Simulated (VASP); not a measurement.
Here is a VASP 6.6.1 calculation.

The input INCAR:

```
PREC = Accurate ; ENCUT = 520
EDIFF = 1E-7 ; ISMEAR = 0
SIGMA = 0.05 ; LREAL = False
LASPH = True ; NELM = 60
ALGO = Normal ; ISIF = 2
LWAVE = False ; LCHARG = True
GGA = PE ; LELF = True
LVHAR = True ; NBANDS = 11
```

Contents of KPOINTS:

```
regular mesh
0
Gamma
  10 10 10
```

File POSCAR:

```
AlN
1.0
    0.0000000000      2.2012588983      2.2012588983
    2.2012588983      0.0000000000      2.2012588983
    2.2012588983      2.2012588983      0.0000000000
Al N
1 1
Direct
    0.0000000000      0.0171687499      0.0000000000
    0.7500000000      0.7169280156      0.7500000000
```

Potentials or basis: VASP PAW PBE potentials, release 64 (Al, N).

Run with:

```bash
$ cat potpaw_PBE.64/Al/POTCAR potpaw_PBE.64/N/POTCAR > POTCAR
$ mpirun -np 1 vasp_std > vasp.out
```

Problem. What does it give for the pressure?

Solution. 2.7 GPa.

Problem. Estimate the largest force.

Solution. 2.348 eV/Å.

Problem. What does it give for the band gap on the k mesh?

Solution. 2.90 eV (least direct gap 3.55 eV).

Forces on the atoms (eV/Å):
```
Al  -1.582  0.713 -1.582
N    1.582 -0.713  1.582
```

Caveat: the cell differs from its parent crystal (atoms displaced along a vibrational mode); forces of over 1 eV/Å act on the atoms, so gaps and moduli don't describe the material at rest. A k mesh can miss the band edges.
